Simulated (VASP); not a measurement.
# Ge (P6_3/mmc) in VASP: a series of runs

Ge is run at these levels: PBEsol; tasks: single point, relaxation of shape and atoms at fixed volume.

Program: VASP 6.6.1. These are calculated values, not measurements. Logs are shortened: lines on timing, memory, paths and dates and some standing lists are left out, and cuts for length are marked.

## Step 1: The cell of the first run

It takes space group P6_3/mmc (No. 194, hexagonal). The conventional cell has a = 3.957 Å, b = 3.957 Å, c = 6.530 Å, α = 90.00°, β = 90.00°, γ = 120.00°. Within 3.2 Å of Ge (site symmetry 3m) lie 4 Ge at 2.43 to 2.44 Å.

This isn't the form of Ge at room conditions, which is diamond.

## Step 2: Single point, PBEsol (22.13 Å³/atom)

Input file INCAR:

```
SYSTEM = Ge
PREC = Accurate
ENCUT = 520
EDIFF = 1E-6
ISMEAR = 0
SIGMA = 0.1
LREAL = .False.
LASPH = .True.
NELM = 80
ALGO = Normal
ISIF = 2
LWAVE = .False.
LCHARG = .False.
GGA = PS
NBANDS = 36
```

Input file KPOINTS:

```
regular mesh
0
Gamma
  12 12 6
  0 0 0
```

Input file POSCAR:

```
Ge
1.0
    3.9565917612      0.0000000000      0.0000000000
   -1.9782958806      3.4265089776      0.0000000000
    0.0000000000      0.0000000000      6.5297304645
Ge
4
Direct
    0.6666666667      0.3333333333      0.0629118512
    0.3333333333      0.6666666667      0.5629118512
    0.6666666667      0.3333333333      0.4370881488
    0.3333333333      0.6666666667      0.9370881488
```

Potentials or basis: VASP PAW PBE potentials, release 64 (Ge_d).

The run is started by

```console
> cat potpaw_PBE.64/Ge_d/POTCAR > POTCAR
> mpirun -np 1 vasp_std > vasp.out
```

OUTCAR:

```text
SYSTEM = Ge
   PREC = Accurate
   ENCUT = 520
   EDIFF = 1E-6
   ISMEAR = 0
   LREAL = .False.
   LASPH = .True.
   NELM = 80
   ISIF = 2
   GGA = PS

 ion  position               nearest neighbor table
   1  0.667  0.333  0.063-   4 2.43   4 2.43   4 2.43   3 2.44
   2  0.333  0.667  0.563-   3 2.43   3 2.43   3 2.43   4 2.44
   3  0.667  0.333  0.437-   2 2.43   2 2.43   2 2.43   1 2.44
   4  0.333  0.667  0.937-   1 2.43   1 2.43   1 2.43   2 2.44

  LATTYP: Found a hexagonal cell.
 ALAT       =     3.9565917612
 C/A-ratio  =     1.6503422285

  Lattice vectors:

 A1 = (   3.9565917612,   0.0000000000,   0.0000000000)
 A2 = (  -1.9782958806,   3.4265089776,   0.0000000000)
 A3 = (   0.0000000000,   0.0000000000,   6.5297304645)

Analysis of symmetry for initial positions (statically):
=====================================================================
 Subroutine PRICEL returns:
 Original cell was already a primitive cell.

 Routine SETGRP: Setting up the symmetry group for a
 hexagonal supercell.

 Subroutine GETGRP returns: Found 24 space group operations
 (whereof 12 operations were pure point group operations)
 out of a pool of 24 trial point group operations.

The static configuration has the point symmetry D_3d.
 The point group associated with its full space group is D_6h.

Analysis of symmetry for dynamics (positions and initial velocities):
=====================================================================
 Subroutine PRICEL returns:
 Original cell was already a primitive cell.

 Routine SETGRP: Setting up the symmetry group for a
 hexagonal supercell.

 Subroutine GETGRP returns: Found 24 space group operations
 (whereof 12 operations were pure point group operations)
 out of a pool of 24 trial point group operations.

The dynamic configuration has the point symmetry D_3d.
 The point group associated with its full space group is D_6h.

 Subroutine INISYM returns: Found 24 space group operations
 (whereof 12 operations are pure point group operations),
 and found     1 'primitive' translations

----------------------------------------------------------------------------------------

                                     Primitive cell

  volume of cell :      88.5255

  direct lattice vectors                    reciprocal lattice vectors
     3.956591761  0.000000000  0.000000000     0.252742780  0.145921112  0.000000000
    -1.978295881  3.426508978  0.000000000     0.000000000  0.291842224  0.000000000
     0.000000000  0.000000000  6.529730465     0.000000000  0.000000000  0.153145678

  length of vectors
     3.956591761  3.956591761  6.529730465     0.291842224  0.291842224  0.153145678

  position of ions in fractional coordinates (direct lattice)
     0.666666667  0.333333333  0.062911851
     0.333333333  0.666666667  0.562911851
     0.666666667  0.333333333  0.437088149
     0.333333333  0.666666667  0.937088149

  ion indices of the primitive-cell ions
   primitive index   ion index
                 1           1
                 2           2
                 3           3
                 4           4

----------------------------------------------------------------------------------------

 KPOINTS: regular mesh

Automatic generation of k-mesh.
 Grid dimensions read from file:
 generate k-points for:   12   12    6

 Generating k-lattice:

  Cartesian coordinates                     Fractional coordinates (reciprocal lattice)
     0.021061898  0.012160093  0.000000000     0.083333333 -0.000000000  0.000000000
     0.000000000  0.024320185  0.000000000     0.000000000  0.083333333  0.000000000
     0.000000000  0.000000000  0.025524280     0.000000000  0.000000000  0.166666667

  Length of vectors
     0.024320185  0.024320185  0.025524280

  Shift w.r.t. Gamma in fractional coordinates (k-lattice)
     0.000000000  0.000000000  0.000000000

 Subroutine IBZKPT returns following result:
 ===========================================

 Found     76 irreducible k-points:

 Following reciprocal coordinates:
            Coordinates               Weight
  0.000000  0.000000  0.000000      1.000000
  0.083333 -0.000000  0.000000      6.000000
  0.166667 -0.000000  0.000000      6.000000
  0.250000 -0.000000  0.000000      6.000000
  0.333333  0.000000  0.000000      6.000000
  0.416667 -0.000000  0.000000      6.000000
[... 16 lines left out ...]
  0.250000 -0.000000  0.166667     12.000000
  0.333333  0.000000  0.166667     12.000000
 [... further k-points ...]
   k-points           NKPTS =     76   k-points in BZ     NKDIM =     76   number of bands    NBANDS=     36
   number of dos      NEDOS =    301   number of ions     NIONS =      4
   total plane-waves  NPLWV =  45000
   dimension x,y,z NGX =    30 NGY =   30 NGZ =   50
   dimension x,y,z NGXF=    60 NGYF=   60 NGZF=  100
   ions per type =               4
   NGX,Y,Z   is equivalent  to a cutoff of  12.61, 12.61, 12.73 a.u.
[... 24 lines left out ...]
   EMIN   =  10.00;   EMAX   =-10.00  energy-range for DOS
   EFERMI =   0.00;   METHOD = LEGACY
   ISMEAR =     0;   SIGMA  =   0.10  broadening in eV -4-tet -1-fermi 0-gaus
   EFERMI_NEDOS =   21; number of points for ismear=-14 and -15
   IALGO  =     38    algorithm
   IMIX   =      4    mixing-type and parameters
     AMIX     =   0.40;   BMIX     =  1.00
     AMIX_MAG =   1.60;   BMIX_MAG =  1.00
  volume/ion in A,a.u.               =      22.13       149.35
  Fermi-wavevector in a.u.,A,eV,Ry     =   1.405340  2.655707 26.871238  1.974980
  Thomas-Fermi vector in A             =   2.527811
   LORBIT       =      0    0 simple, 1 ext, 2 COOP (PROOUT), +10 PAW based schemes
   GGA     = PS    functional components
   LHFCALC =     F    Hartree Fock is set to
   AEXX    =    0.0000 exact exchange contribution
   IVDW    =     0    specifies the selected vdW correction
   LEPSILON=     F    determine dielectric tensor
   LRPA    =     F    only Hartree local field effects (RPA)
 non-spin polarized calculation
 Gauss-broadening in eV      SIGMA  =   0.10
  energy-cutoff  :      520.00
  volume of cell :       88.53
 maximum number of plane-waves:      2418
 NGX is ok and might be reduce to    30
   NGX = 15   NGY = 15   NGZ = 25

 number of electron      56.0000032 magnetization

 Free energy of the ion-electron system (eV)
  ---------------------------------------------------
  ext. energy  EPLUGINS =         0.00000000
  ---------------------------------------------------
  free energy    TOTEN  =       -19.66712869 eV

  energy without entropy =      -19.66667412  energy(sigma->0) =      -19.66690141

 E-fermi :   5.1987     XC(G=0): -10.2317

 val. band max:        5.1723014663   @ k =   0.0000   0.0000   0.1667
 cond. band min:       5.2671508222   @ k =   0.0000   0.0000   0.0000
 fundamental gap:      0.0948493559
 Fermi energy:         5.1986712943

 k-point     1 :       0.0000    0.0000    0.0000
  band No.  band energies     occupation
      1     -19.7546      2.00000
      2     -19.7546      2.00000
      3     -19.7135      2.00000
      4     -19.7127      2.00000
      5     -19.7127      2.00000
      6     -19.6996      2.00000
[... 28 lines left out ...]
     35       9.7393      0.00000
     36      11.1325      0.00000

 k-point     2 :       0.0833   -0.0000    0.0000
  band No.  band energies     occupation
      1     -19.7598      2.00000
      2     -19.7563      2.00000
      3     -19.7186      2.00000
      4     -19.7155      2.00000
      5     -19.7128      2.00000
      6     -19.6933      2.00000
[... 28 lines left out ...]
     35      10.0614      0.00000
     36      11.5709      0.00000

 k-point     3 :       0.1667   -0.0000    0.0000
  band No.  band energies     occupation
      1     -19.7687      2.00000
      2     -19.7596      2.00000
      3     -19.7282      2.00000
      4     -19.7216      2.00000
      5     -19.7119      2.00000
      6     -19.6835      2.00000
[... 28 lines left out ...]
     35      10.8358      0.00000
     36      10.8980      0.00000
[... 742 lines left out ...]
 k-point    23 :       0.2500   -0.0000    0.1667
  band No.  band energies     occupation
      1     -19.7712      2.00000
      2     -19.7606      2.00000
      3     -19.7357      2.00000
      4     -19.7309      2.00000
      5     -19.7118      2.00000
      6     -19.6768      2.00000
[... 28 lines left out ...]
     35      11.4517      0.00000
     36      11.7742      0.00000

 k-point    24 :       0.3333    0.0000    0.1667
  band No.  band energies     occupation
      1     -19.7722      2.00000
      2     -19.7623      2.00000
      3     -19.7446      2.00000
      4     -19.7350      2.00000
      5     -19.7039      2.00000
      6     -19.6715      2.00000
[... 28 lines left out ...]
     35      12.2241      0.00000
     36      12.9256      0.00000

 [... further k-points ...]

------------------------ aborting loop because EDIFF is reached ----------------------------------------

  FORCE on cell =-STRESS in cart. coord.  units (eV):
  Direction    XX          YY          ZZ          XY          YZ          ZX
  --------------------------------------------------------------------------------------
  -------------------------------------------------------------------------------------
  Total        1.1531803      1.1531803      1.1378018      0.0000000      0.0000000      0.0000000
  in kB       20.8708155     20.8708155     20.5924886      0.0000000      0.0000000      0.0000000
  external PRESSURE =      20.7780398 kB  Pullay stress =       0.0000000 kB

 VOLUME and BASIS-vectors are now :
 -----------------------------------------------------------------------------
  energy-cutoff  :      520.00
  volume of cell :       88.53
      direct lattice vectors                 reciprocal lattice vectors
     3.956591761  0.000000000  0.000000000     0.252742780  0.145921112  0.000000000
    -1.978295881  3.426508978  0.000000000     0.000000000  0.291842224  0.000000000
     0.000000000  0.000000000  6.529730465     0.000000000  0.000000000  0.153145678

 POSITION                                       TOTAL-FORCE (eV/Angst)
 -----------------------------------------------------------------------------------
      1.97830      1.14217      0.41080        -0.000000     -0.000000      0.002110
     -0.00000      2.28434      3.67566         0.000000      0.000000      0.002110
      1.97830      1.14217      2.85407        -0.000000     -0.000000     -0.002110
     -0.00000      2.28434      6.11893         0.000000      0.000000     -0.002110
 -----------------------------------------------------------------------------------
    total drift:                                0.000000     -0.000000      0.000000

  FREE ENERGIE OF THE ION-ELECTRON SYSTEM (eV)
  ---------------------------------------------------
  free  energy   TOTEN  =       -19.6671286948 eV

  energy  without entropy=      -19.6666741226  energy(sigma->0) =      -19.66690141
```

It took 75 s on 1 thread of AMD EPYC 9R45 (Zen 5), shared host; peak memory 0.27 GiB.

Results:

* Free energy: -19.6671 eV
* Pressure: 2.1 GPa
* Band gap on the k mesh: zero (bands 28 and 29 overlap by 0.09 eV)

Forces on the atoms (eV/Å):
```
Ge   0.000  0.000  0.002
Ge   0.000  0.000  0.002
Ge   0.000  0.000 -0.002
Ge   0.000  0.000 -0.002
```

Levels at points of the mesh, in eV from the Fermi level:
| k point | band 26 | band 27 | band 28 | band 29 | band 30 | band 31 |
| --- | --- | --- | --- | --- | --- | --- |
| (0.00, 0.00, 0.00) | -0.23 | -0.12 | 0.07 | 0.07 | 0.19 | 2.18 |
| (0.50, 0.00, 0.00) | -3.25 | -3.02 | -1.56 | 0.37 | 1.64 | 3.43 |
| (0.00, 0.00, 0.50) | -0.95 | -0.95 | -0.95 | 0.68 | 0.68 | 3.31 |
| (0.50, 0.00, 0.50) | -2.70 | -2.57 | -2.57 | 0.43 | 0.43 | 1.97 |

Caveat: semilocal functionals underestimate gaps, and a narrow one can read as zero; the PAW data sets were made with another functional, which shifts forces and pressure a little.

## Step 3: Single point, PBEsol

This run uses another cell than the first one, of 22.82 Å³/atom.

Input file INCAR:

```
ALGO     = Normal         # electronic algorithm
EDIFF    = 1E-7           # SCF threshold, eV
ENCUT    = 520            # plane-wave cutoff, eV
GGA      = PS             # functional
ISIF     = 2              # what is computed and relaxed
ISMEAR   = 0              # smearing method
LASPH    = True           # aspherical terms in the spheres
LCHARG   = False          # write CHGCAR
LREAL    = False          # projectors in reciprocal space
LWAVE    = False          # write WAVECAR
NBANDS   = 36             # bands
NELM     = 100            # most SCF steps
PREC     = Accurate       # precision mode
SIGMA    = 0.01           # smearing width, eV
```

Input file KPOINTS:

```
k-points
0
Gamma
  12 12 6
```

Input file POSCAR:

```
Ge
1.0
    3.9986408876      0.0000000000      0.0000000000
   -1.9993204438      3.4629245893      0.0000000000
    0.0000000000      0.0000000000      6.5920610852
Ge
4
Direct
    0.6666666667      0.3333333333      0.0627779754
    0.3333333333      0.6666666667      0.5627779754
    0.6666666667      0.3333333333      0.4372220246
    0.3333333333      0.6666666667      0.9372220246
```

Potentials or basis: VASP PAW PBE potentials, release 64 (Ge_d).

The run is started by

```console
> cat potpaw_PBE.64/Ge_d/POTCAR > POTCAR
> mpirun -np 1 vasp_std > vasp.out
```

Run time: 84 s. Hardware: 1 thread of AMD EPYC 9R45 (Zen 5), shared host; peak memory 0.28 GiB.

Results (log left out):

```yaml
Free_energy: -19.6842 eV
Pressure: -0.1 GPa
Largest_force: 0.003 eV/Å
Band_gap_on_the_k_mesh: zero (bands 28 and 29 overlap by 0.03 eV)
```

Forces in eV/Å, atoms in the order of the input:
```
Ge   0.000  0.000  0.003
Ge   0.000  0.000  0.003
Ge   0.000  0.000 -0.003
Ge   0.000  0.000 -0.003
```

Levels at points of the mesh, in eV from the Fermi level:
```csv
k point,band 24,band 25,band 26,band 27,band 28,band 29,band 30,band 31,band 32,band 33
"(0.00, 0.00, 0.00)",-1.45,-1.45,-0.11,-0.11,0.01,0.16,0.16,2.28,2.28,2.78
"(0.50, 0.00, 0.00)",-6.72,-4.57,-3.04,-2.80,-1.41,0.49,1.65,3.54,3.72,4.35
"(0.00, 0.00, 0.50)",-4.78,-0.83,-0.83,-0.83,-0.83,0.67,0.67,3.38,3.38,3.38
"(0.50, 0.00, 0.50)",-7.85,-2.51,-2.51,-2.38,-2.38,0.51,0.51,2.09,2.09,6.13
```

Caveat: semilocal functionals underestimate gaps, and a narrow one can read as zero; the PAW data sets were made with another functional, which shifts forces and pressure a little.

## Step 4: Single point, PBEsol

This run uses another cell than the first one, of 22.82 Å³/atom.

Input file INCAR:

```
SYSTEM = Ge
PREC = Accurate
ENCUT = 520
EDIFF = 1E-6
ISMEAR = 0
SIGMA = 0.1
LREAL = .FALSE.
LASPH = .TRUE.
NELM = 80
ALGO = Normal
ISIF = 2
LWAVE = .FALSE.
LCHARG = .FALSE.
GGA = PS
NBANDS = 36
```

Input file KPOINTS:

```
Automatic mesh
0
G
  12 12 6
  0 0 0
```

Input file POSCAR:

```
Ge
1.0
    3.9969679352      0.0000000000      0.0000000000
   -1.9984839676      3.4614757700      0.0000000000
    0.0000000000      0.0000000000      6.5963649695
Ge
4
Direct
    0.6666666667      0.3333333333      0.0629118512
    0.3333333333      0.6666666667      0.5629118512
    0.6666666667      0.3333333333      0.4370881488
    0.3333333333      0.6666666667      0.9370881488
```

The run is started by

```console
> cat potpaw_PBE.64/Ge_d/POTCAR > POTCAR
> mpirun -np 1 vasp_std > vasp.out
```

Wall time 76 s (1 thread of AMD EPYC 9R45 (Zen 5), shared host); peak memory 0.28 GiB.

The run converged. Its results:

| Quantity | Value |
| --- | --- |
| Free energy | -19.6847 eV |
| Pressure | -0.1 GPa |
| Largest force | 0.005 eV/Å |
| Band gap on the k mesh | zero (bands 28 and 29 overlap by 0.01 eV) |

Forces on the atoms (eV/Å):
```
Ge   0.000  0.000 -0.005
Ge   0.000  0.000 -0.005
Ge   0.000  0.000  0.005
Ge   0.000  0.000  0.005
```

Levels at points of the mesh, in eV from the Fermi level:
| k point | band 26 | band 27 | band 28 | band 29 | band 30 | band 31 |
| --- | --- | --- | --- | --- | --- | --- |
| (0.00, 0.00, 0.00) | -0.18 | -0.16 | -0.05 | 0.10 | 0.10 | 2.22 |
| (0.50, 0.00, 0.00) | -3.10 | -2.86 | -1.47 | 0.44 | 1.59 | 3.47 |
| (0.00, 0.00, 0.50) | -0.88 | -0.88 | -0.88 | 0.62 | 0.62 | 3.32 |
| (0.50, 0.00, 0.50) | -2.58 | -2.44 | -2.44 | 0.45 | 0.45 | 2.03 |

Caveat: semilocal functionals underestimate gaps, and a narrow one can read as zero; the PAW data sets were made with another functional, which shifts forces and pressure a little.

## Step 5: Relaxation of shape and atoms at fixed volume, PBEsol (22.13 Å³/atom)

Input file INCAR:

```
SYSTEM = Ge
ALGO = Normal
EDIFF = 1E-7
EDIFFG = -0.01
ENCUT = 600
GGA = PS
IBRION = 2
ISIF = 4
ISMEAR = 0
LASPH = .TRUE.
LCHARG = .FALSE.
LREAL = .FALSE.
LWAVE = .FALSE.
NELM = 80
NSW = 50
PREC = Accurate
SIGMA = 0.1
```

Input file KPOINTS:

```
k-points
0
G
  12 12 6
  0 0 0
```

Input file POSCAR:

```
Ge
1.0
    3.9565917612      0.0000000000      0.0000000000
   -1.9782958806      3.4265089776      0.0000000000
    0.0000000000      0.0000000000      6.5297304645
Ge
4
Direct
    0.6666666667      0.3333333333      0.0629118512
    0.3333333333      0.6666666667      0.5629118512
    0.6666666667      0.3333333333      0.4370881488
    0.3333333333      0.6666666667      0.9370881488
```

The run is started by

```console
> cat potpaw_PBE.64/Ge_d/POTCAR > POTCAR
> mpirun -np 1 vasp_std > vasp.out
```

It took 96 s on 1 thread of AMD EPYC 9R45 (Zen 5), shared host; peak memory 0.31 GiB.

The run converged. Its results:

```yaml
Free_energy: -19.6674 eV
Pressure_after_relaxing: 2.1 GPa
Largest_force_after_relaxing: 0.005 eV/Å
Band_gap_on_the_k_mesh: zero (bands 28 and 29 overlap by 0.09 eV)
```

Forces on the atoms (eV/Å):
```
Ge   0.000  0.000  0.005
Ge   0.000  0.000  0.005
Ge   0.000  0.000 -0.005
Ge   0.000  0.000 -0.005
```

Final structure:
```cif
data_structure
_symmetry_space_group_name_H-M 'P 1'
_symmetry_Int_Tables_number 1
_cell_length_a 3.9566
_cell_length_b 3.9566
_cell_length_c 6.5297
_cell_angle_alpha 90.000
_cell_angle_beta 90.000
_cell_angle_gamma 120.000
_cell_volume 88.53
loop_
_atom_site_label
_atom_site_type_symbol
_atom_site_fract_x
_atom_site_fract_y
_atom_site_fract_z
_atom_site_occupancy
Ge1 Ge 0.66667 0.33333 0.06291 1
Ge2 Ge 0.33333 0.66667 0.56291 1
Ge3 Ge 0.66667 0.33333 0.43709 1
Ge4 Ge 0.33333 0.66667 0.93709 1
```

Levels at points of the mesh, in eV from the Fermi level:
```
           k point  band 26  band 27  band 28  band 29  band 30  band 31
(0.00, 0.00, 0.00)    -0.23    -0.12     0.07     0.07     0.19     2.18
(0.50, 0.00, 0.00)    -3.25    -3.02    -1.56     0.37     1.64     3.43
(0.00, 0.00, 0.50)    -0.95    -0.95    -0.95     0.68     0.68     3.31
(0.50, 0.00, 0.50)    -2.70    -2.57    -2.57     0.43     0.43     1.97
```

Caveat: the relaxation stopped at its first step, so nothing moved; semilocal functionals underestimate gaps, and a narrow one can read as zero; the PAW data sets were made with another functional, which shifts forces and pressure a little.

## Step 6: The runs side by side

| task | cell | cutoff (eV) | smearing | gap on the mesh (eV) | pressure (GPa) |
| --- | --- | --- | --- | --- | --- |
| single point | a = 3.957, b = 3.957, c = 6.530 Å, angles 90.0, 90.0, 120.0°, 4 atoms, atomic positions A | 520 | gaussian 0.1 eV | none | 2.1 |
| single point | a = 3.999, b = 3.999, c = 6.592 Å, angles 90.0, 90.0, 120.0°, 4 atoms, atomic positions B | 520 | gaussian 0.01 eV | none | -0.1 |
| single point | a = 3.997, b = 3.997, c = 6.596 Å, angles 90.0, 90.0, 120.0°, 4 atoms, atomic positions A | 520 | gaussian 0.1 eV | none | -0.1 |
| relaxation of shape and atoms at fixed volume | relaxed from a = 3.957, b = 3.957, c = 6.530 Å, angles 90.0, 90.0, 120.0°, 4 atoms, atomic positions A | 600 | gaussian 0.1 eV | none | 2.1 |

Alike in all rows: level PBEsol; potentials or basis VASP PAW PBE potentials, release 64 (Ge_d); no spin polarisation; k mesh 12 × 12 × 6.

Caveats: semilocal functionals underestimate gaps, and a narrow one can read as zero; the PAW data sets were made with another functional, which shifts forces and pressure a little; the relaxation stopped at its first step, so nothing moved (at least some runs).

Total energies depend on the potentials used, so only differences within one code and one set of settings carry meaning.

The gap in the log of VASP goes by the Fermi energy; the results here count the filled bands.